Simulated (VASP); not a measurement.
# Fe (I4/mmm) in VASP: a series of runs, part 2 of 2

VASP 6.6.1.

## 3. Single point, PBE, collinear spin, ferromagnetic start (volume 10.443 Å^3 an atom, c/a of the conventional cell 1.3484)

The input, INCAR:

```
SYSTEM = Fe
PREC     = Accurate       ! precision mode
ENCUT    = 520            ! plane-wave cutoff, eV
EDIFF    = 1E-7           ! SCF threshold, eV
ISMEAR   = 0              ! smearing method
SIGMA    = 0.15           ! smearing width, eV
LREAL    = .False.        ! projectors in reciprocal space
LASPH    = .True.         ! aspherical terms in the spheres
NELM     = 150            ! most SCF steps
ALGO     = Fast           ! electronic algorithm
ISIF     = 2              ! what is computed and relaxed
LWAVE    = .False.        ! write WAVECAR
LCHARG   = .False.        ! write CHGCAR
ISPIN    = 2              ! spin polarisation
MAGMOM   = 2.44           ! initial moments
LORBIT   = 11             ! projections on sites
LMAXMIX  = 4              ! l up to which the mixer works
GGA      = PE             ! functional
NBANDS   = 14             ! bands
```

The input, KPOINTS:

```
regular mesh
0
Gamma
  12 12 12
  0 0 0
```

The input, POSCAR:

```
Fe
1.0
   -1.2463753396      1.2463753396      1.6806125080
    1.2463753396     -1.2463753396      1.6806125080
    1.2463753396      1.2463753396     -1.6806125080
Fe
1
Direct
    0.0000000000      0.0000000000      0.0000000000
```

Potentials or basis: VASP PAW PBE potentials, release 64 (Fe).

Started as:

```console
$ cat potpaw_PBE.64/Fe/POTCAR > POTCAR
$ mpirun -np 1 vasp_std > vasp.out
```

OUTCAR:

```text
SYSTEM = Fe
   PREC = Accurate
   ENCUT = 520
   EDIFF = 1E-7
   ISMEAR = 0
   LREAL = .False.
   LASPH = .True.
   NELM = 150
   ISIF = 2
   ISPIN = 2
   LORBIT = 11
   GGA = PE

 ion  position               nearest neighbor table
   1  0.000  0.000  0.000-

  LATTYP: Found a body centered tetragonal cell.
 ALAT       =     2.4927506792
 C/A-ratio  =     1.3484000001

  Lattice vectors:

 A1 = (  -1.2463753396,   1.2463753396,   1.6806125080)
 A2 = (   1.2463753396,  -1.2463753396,   1.6806125080)
 A3 = (   1.2463753396,   1.2463753396,  -1.6806125080)

Analysis of symmetry for initial positions (statically):
=====================================================================
 Subroutine PRICEL returns:
 Original cell was already a primitive cell.

 Routine SETGRP: Setting up the symmetry group for a
 body centered tetragonal supercell.

 Subroutine GETGRP returns: Found 16 space group operations
 (whereof 16 operations were pure point group operations)
 out of a pool of 16 trial point group operations.

The static configuration has the point symmetry D_4h.

Analysis of symmetry for dynamics (positions and initial velocities):
=====================================================================
 Subroutine PRICEL returns:
 Original cell was already a primitive cell.

 Routine SETGRP: Setting up the symmetry group for a
 body centered tetragonal supercell.

 Subroutine GETGRP returns: Found 16 space group operations
 (whereof 16 operations were pure point group operations)
 out of a pool of 16 trial point group operations.

The dynamic configuration has the point symmetry D_4h.

Analysis of structural, dynamic, and magnetic symmetry:
=====================================================================
 Subroutine PRICEL returns:
 Original cell was already a primitive cell.

 Routine SETGRP: Setting up the symmetry group for a
 body centered tetragonal supercell.

 Subroutine GETGRP returns: Found 16 space group operations
 (whereof 16 operations were pure point group operations)
 out of a pool of 16 trial point group operations.

[... 154 lines left out ...]
 spin component 1

 k-point     1 :       0.0000    0.0000    0.0000
  band No.  band energies     occupation
      1      -2.1906      1.00000
      2       4.6064      1.00000
      3       4.6064      1.00000
      4       4.9417      1.00000
      5       5.6328      1.00000
      6       5.9686      1.00000
      7      29.8688      0.00000
      8      34.6143      0.00000
      9      34.6143      0.00000
     10      35.6923      0.00000
     11      38.1903      0.00000
     12      38.6640      0.00000
     13      38.6640      0.00000
     14      40.2609      0.00000
[... 379 lines left out ...]
      3       4.3778      1.00000
      4       5.2148      1.00000
      5       6.9671      0.00417
      6       7.8317      0.00000
      7      18.4364      0.00000
      8      26.0476      0.00000
      9      28.3637      0.00000
     10      30.9719      0.00000
     11      40.0426      0.00000
     12      41.9707      0.00000
     13      42.4032      0.00000
     14      47.6790      0.00000

 [... further k-points ...]

 spin component 2

 k-point     1 :       0.0000    0.0000    0.0000
  band No.  band energies     occupation
      1      -2.0750      1.00000
      2       5.3185      1.00000
      3       5.3185      1.00000
      4       5.7178      1.00000
      5       7.1573      0.00000
      6       7.6390      0.00000
      7      29.7034      0.00000
      8      34.8358      0.00000
      9      34.8358      0.00000
     10      36.0879      0.00000
     11      38.4110      0.00000
     12      38.8994      0.00000
     13      38.8994      0.00000
     14      39.9538      0.00000
[... 379 lines left out ...]
      3       5.2403      1.00000
      4       6.3756      0.99835
      5       8.2275      0.00000
      6       8.6993      0.00000
      7      18.8263      0.00000
      8      26.2837      0.00000
      9      28.6999      0.00000
     10      31.1680      0.00000
     11      40.1970      0.00000
     12      42.3229      0.00000
     13      42.5914      0.00000
     14      47.8932      0.00000

 [... further k-points ...]
[... 5 lines left out ...]
  --------------------------------------------------------------------------------------
  -------------------------------------------------------------------------------------
  Total        0.0532290      0.0532290      0.5168172      0.0000000     -0.0000000      0.0000000
  in kB        8.1664601      8.1664601     79.2906993      0.0000000     -0.0000000      0.0000000
  external PRESSURE =      31.8745399 kB  Pullay stress =       0.0000000 kB

 VOLUME and BASIS-vectors are now :
 -----------------------------------------------------------------------------
  energy-cutoff  :      520.00
  volume of cell :       10.44
      direct lattice vectors                 reciprocal lattice vectors
    -1.246375340  1.246375340  1.680612508     0.000000000  0.401163264  0.297510579
     1.246375340 -1.246375340  1.680612508     0.401163264  0.000000000  0.297510579
     1.246375340  1.246375340 -1.680612508     0.401163264  0.401163264  0.000000000

 POSITION                                       TOTAL-FORCE (eV/Angst)
 -----------------------------------------------------------------------------------
      0.00000      0.00000      0.00000        -0.000000     -0.000000     -0.000000
 -----------------------------------------------------------------------------------
    total drift:                                0.000000      0.000000      0.000000

  FREE ENERGIE OF THE ION-ELECTRON SYSTEM (eV)
  ---------------------------------------------------
  free  energy   TOTEN  =        -8.0910222668 eV

  energy  without entropy=       -8.0725445367  energy(sigma->0) =       -8.08178340

 total charge

# of ion       s       p       d       tot
------------------------------------------
    1        0.528   0.615   6.309   7.452

 magnetization (x)

# of ion       s       p       d       tot
------------------------------------------
    1       -0.005  -0.020   1.063   1.037
```

Run time: 97 s. Hardware: 1 thread of Intel Xeon Platinum 8259CL at 2.50GHz (Skylake/Cascade Lake), shared host; peak memory 0.15 GiB.

Results:

```
Free energy                                           : -8.0910 eV
Pressure                                              : 3.2 GPa
Net moment                                            : 1.05 μB per cell
Site moments                                          : Fe +1.04 μB
Valence electrons inside the program's atomic spheres : Fe 7.45
```

Levels at points of the mesh, in eV from the Fermi level:
Spin up:
```csv
k point,band 1,band 2,band 3,band 4,band 5,band 6,band 7,band 8
"(0.00, 0.00, 0.00)",-8.88,-2.08,-2.08,-1.75,-1.05,-0.72,23.18,27.93
"(0.50, 0.00, 0.00)",-5.02,-2.46,-2.10,0.06,0.29,0.47,7.82,21.54
"(0.50, 0.50, 0.00)",-5.34,-4.36,0.08,0.63,0.92,2.67,10.67,16.11
"(0.50, 0.50, 0.50)",-5.35,-4.48,0.12,0.82,0.82,3.89,11.87,15.05
```
Spin down:
```csv
k point,band 1,band 2,band 3,band 4,band 5,band 6,band 7
"(0.00, 0.00, 0.00)",-8.76,-1.37,-1.37,-0.97,0.47,0.95,23.02
"(0.50, 0.00, 0.00)",-4.57,-1.37,-0.88,0.15,1.48,1.63,8.38
"(0.50, 0.50, 0.00)",-4.40,-3.80,1.51,1.75,1.78,2.77,11.49
"(0.50, 0.50, 0.50)",-4.34,-3.88,1.64,1.64,1.73,4.01,12.68
```

## 4. Single point, PBE, collinear spin, ferromagnetic start (volume 10.443 Å^3 an atom, c/a of the conventional cell 1.5658)

The input, INCAR:

```
SYSTEM = Fe
PREC = Accurate
ENCUT = 520
EDIFF = 1E-7
ISMEAR = 0
SIGMA = 0.15
LREAL = .False.
LASPH = .True.
NELM = 150
ALGO = Normal
ISIF = 2
LWAVE = .False.
LCHARG = .False.
ISPIN = 2
MAGMOM = 2.44
LORBIT = 11
LMAXMIX = 4
GGA = PE
NBANDS = 14
```

KPOINTS is that of step 3.

The input, POSCAR:

```
Fe
1.0
   -1.1857951398      1.1857951398      1.8567180299
    1.1857951398     -1.1857951398      1.8567180299
    1.1857951398      1.1857951398     -1.8567180299
Fe
1
Direct
    0.0000000000      0.0000000000      0.0000000000
```

Started as:

```console
$ cat potpaw_PBE.64/Fe/POTCAR > POTCAR
$ mpirun -np 1 vasp_std > vasp.out
```

Run time: 80 s. Hardware: 1 thread of Intel Xeon Platinum 8259CL at 2.50GHz (Skylake/Cascade Lake), shared host; peak memory 0.15 GiB.

The run converged. Its results:

```yaml
Free_energy: -8.0536 eV
Pressure: 6.3 GPa
Net_moment: 1.20 μB per cell
Site_moments: Fe +1.19 μB
Valence_electrons_inside_the_program's_atomic_spheres: Fe 7.46
```

Stress tensor (GPa, compression positive):
```
13.18  0.00  0.00
 0.00 13.18  0.00
 0.00  0.00 -7.61
```

Levels at points of the mesh, in eV from the Fermi level:
Spin up:
| k point | band 1 | band 2 | band 3 | band 4 | band 5 | band 6 | band 7 | band 8 | band 9 |
| --- | --- | --- | --- | --- | --- | --- | --- | --- | --- |
| (0.00, 0.00, 0.00) | -8.91 | -2.55 | -1.75 | -1.75 | -1.42 | -0.57 | 23.32 | 26.74 | 29.03 |
| (0.50, 0.00, 0.00) | -5.08 | -2.69 | -1.99 | 0.06 | 0.15 | 0.45 | 7.81 | 20.78 | 25.93 |
| (0.50, 0.50, 0.00) | -5.41 | -4.48 | -0.02 | 0.35 | 1.10 | 3.93 | 11.87 | 14.83 | 15.35 |
| (0.50, 0.50, 0.50) | -5.39 | -4.37 | 0.05 | 0.63 | 0.63 | 1.44 | 9.35 | 17.53 | 17.53 |
Spin down:
```
           k point  band 1  band 2  band 3  band 4  band 5  band 6
(0.00, 0.00, 0.00)   -8.78   -1.77   -0.81   -0.81    0.20    1.32
(0.50, 0.00, 0.00)   -4.53   -1.53   -0.54    0.16    1.51    1.78
(0.50, 0.50, 0.00)   -4.30   -3.75    1.41    1.75    2.03    4.07
(0.50, 0.50, 0.50)   -4.42   -3.72    1.55    1.71    1.71    2.00
```

## 5. Single point, PBE, collinear spin, ferromagnetic start (volume 11.049 Å^3 an atom, c/a of the conventional cell 1.3484)

The input, INCAR:

```
SYSTEM = Fe
ALGO = Normal ; EDIFF = 1E-6
ENCUT = 520 ; GGA = PE
ISIF = 2 ; ISMEAR = 0
ISPIN = 2 ; LASPH = .TRUE.
LCHARG = .FALSE. ; LMAXMIX = 4
LORBIT = 11 ; LREAL = .FALSE.
LWAVE = .FALSE. ; MAGMOM = 2.44
NBANDS = 14 ; NELM = 150
PREC = Accurate ; SIGMA = 0.15
```

The input, KPOINTS:

```
k-points
0
G
  12 12 12
  0 0 0
```

The input, POSCAR:

```
Fe
1.0
   -1.2700322411      1.2700322411      1.7125114740
    1.2700322411     -1.2700322411      1.7125114740
    1.2700322411      1.2700322411     -1.7125114740
Fe
1
Direct
    0.0000000000      0.0000000000      0.0000000000
```

Started as:

```console
$ cat potpaw_PBE.64/Fe/POTCAR > POTCAR
$ mpirun -np 1 vasp_std > vasp.out
```

Wall time 1.7 min (1 thread of AMD EPYC, shared host); peak memory 0.12 GiB.

The run converged. Its results:

* Free energy: -8.0844 eV
* Pressure: -5.7 GPa
* Net moment: 1.41 μB per cell
* Site moments: Fe +1.40 μB
* Valence electrons inside the program's atomic spheres: Fe 7.32

Stress tensor (GPa, compression positive):
```
-7.21  0.00  0.00
 0.00 -7.21  0.00
 0.00  0.00 -2.77
```

Levels at points of the mesh, in eV from the Fermi level:
Spin up:
```tsv
k point	band 1	band 2	band 3	band 4	band 5	band 6	band 7	band 8	band 9	band 10
(0.00, 0.00, 0.00)	-8.57	-2.07	-2.07	-1.78	-1.16	-0.86	22.72	27.09	27.09	28.01
(0.50, 0.00, 0.00)	-4.79	-2.43	-2.11	0.07	0.07	0.25	7.21	21.11	24.61	26.30
(0.50, 0.50, 0.00)	-5.07	-4.15	-0.13	0.38	0.67	2.54	10.01	15.50	15.73	20.71
```
Spin down:
| k point | band 1 | band 2 | band 3 | band 4 | band 5 | band 6 | band 7 | band 8 |
| --- | --- | --- | --- | --- | --- | --- | --- | --- |
| (0.00, 0.00, 0.00) | -8.43 | -1.02 | -1.02 | -0.61 | 0.75 | 1.20 | 22.50 | 27.33 |
| (0.50, 0.00, 0.00) | -4.13 | -1.00 | -0.53 | 0.16 | 1.67 | 1.81 | 8.01 | 20.93 |
| (0.50, 0.50, 0.00) | -3.89 | -3.30 | 1.70 | 1.89 | 1.97 | 2.66 | 11.02 | 15.77 |
| (0.50, 0.50, 0.50) | -3.82 | -3.37 | 1.80 | 1.80 | 1.93 | 3.85 | 12.19 | 14.72 |

## 6. Single point, PBE, collinear spin, ferromagnetic start (volume 11.049 Å^3 an atom, c/a of the conventional cell 1.4530)

The input, INCAR:

```
SYSTEM = Fe
ALGO     = Normal         ! electronic algorithm
EDIFF    = 1E-6           ! SCF threshold, eV
ENCUT    = 520            ! plane-wave cutoff, eV
GGA      = PE             ! functional
ISIF     = 2              ! what is computed and relaxed
ISMEAR   = 0              ! smearing method
ISPIN    = 2              ! spin polarisation
LASPH    = .True.         ! aspherical terms in the spheres
LCHARG   = .False.        ! write CHGCAR
LMAXMIX  = 4              ! l up to which the mixer works
LORBIT   = 11             ! projections on sites
LREAL    = .False.        ! projectors in reciprocal space
LWAVE    = .False.        ! write WAVECAR
MAGMOM   = 2.44           ! initial moments
NBANDS   = 14             ! bands
NELM     = 150            ! most SCF steps
PREC     = Accurate       ! precision mode
SIGMA    = 0.15           ! smearing width, eV
```

The input, KPOINTS:

```
k-points
0
Gamma
  12 12 12
  0 0 0
```

The input, POSCAR:

```
Fe
1.0
   -1.2387940839      1.2387940839      1.7999678040
    1.2387940839     -1.2387940839      1.7999678040
    1.2387940839      1.2387940839     -1.7999678040
Fe
1
Direct
    0.0000000000      0.0000000000      0.0000000000
```

Potentials or basis: VASP PAW PBE potentials, release 64 (Fe).

Started as:

```console
$ cat potpaw_PBE.64/Fe/POTCAR > POTCAR
$ mpirun -np 1 vasp_std > vasp.out
```

Run time: 2 min. Hardware: 1 thread of AMD EPYC, shared host; peak memory 0.13 GiB.

Results (log left out):

```
Free energy                                           : -8.0883 eV
Pressure                                              : -6.8 GPa
Net moment                                            : 1.35 μB per cell
Site moments                                          : Fe +1.34 μB
Valence electrons inside the program's atomic spheres : Fe 7.32
```

Stress tensor (GPa, compression positive):
```
-5.54  0.00  0.00
 0.00 -5.54  0.00
 0.00  0.00 -9.23
```

Levels at points of the mesh, in eV from the Fermi level:
Spin up:
| k point | band 1 | band 2 | band 3 | band 4 | band 5 | band 6 | band 7 | band 8 |
| --- | --- | --- | --- | --- | --- | --- | --- | --- |
| (0.00, 0.00, 0.00) | -8.57 | -2.08 | -1.89 | -1.89 | -1.09 | -0.90 | 22.69 | 27.04 |
| (0.50, 0.00, 0.00) | -4.78 | -2.34 | -2.17 | 0.06 | 0.14 | 0.23 | 7.21 | 21.19 |
| (0.50, 0.50, 0.00) | -5.06 | -4.19 | -0.10 | 0.49 | 0.67 | 3.13 | 10.63 | 14.94 |
| (0.50, 0.50, 0.50) | -5.06 | -4.15 | -0.10 | 0.55 | 0.55 | 2.49 | 9.96 | 15.64 |
Spin down:
```csv
k point,band 1,band 2,band 3,band 4,band 5,band 6,band 7,band 8
"(0.00, 0.00, 0.00)",-8.43,-1.09,-0.86,-0.86,0.81,1.07,22.48,27.28
"(0.50, 0.00, 0.00)",-4.16,-0.94,-0.68,0.16,1.65,1.73,7.97,21.01
"(0.50, 0.50, 0.00)",-3.88,-3.38,1.68,1.81,1.91,3.26,11.60,15.20
"(0.50, 0.50, 0.50)",-3.92,-3.35,1.74,1.74,1.95,2.61,10.94,15.92
```

## 7. Summary

| cell | gap on the mesh (eV) | pressure (GPa) | moment (μB) |
| --- | --- | --- | --- |
| a = 2.548 Å, angles 118.4, 118.4, 92.7°, 1 atom | none | -0.6 | 2.52 |
| a = 2.435 Å, angles 118.4, 118.4, 92.7°, 1 atom | none | 3.2 | 1.05 |
| a = 2.502 Å, angles 123.4, 123.4, 84.2°, 1 atom | none | 6.3 | 1.20 |
| a = 2.482 Å, angles 118.4, 118.4, 92.7°, 1 atom | none | -5.7 | 1.41 |
| a = 2.512 Å, angles 120.9, 120.9, 88.4°, 1 atom | none | -6.8 | 1.35 |

Alike in all rows: task single point; level PBE; potentials or basis VASP PAW PBE potentials, release 64 (Fe); spin collinear, ferromagnetic start; k mesh 12 × 12 × 12; cutoff (eV) 520; smearing gaussian 0.15 eV.

Total energies depend on the potentials used, so only differences within one code and one set of settings carry meaning.
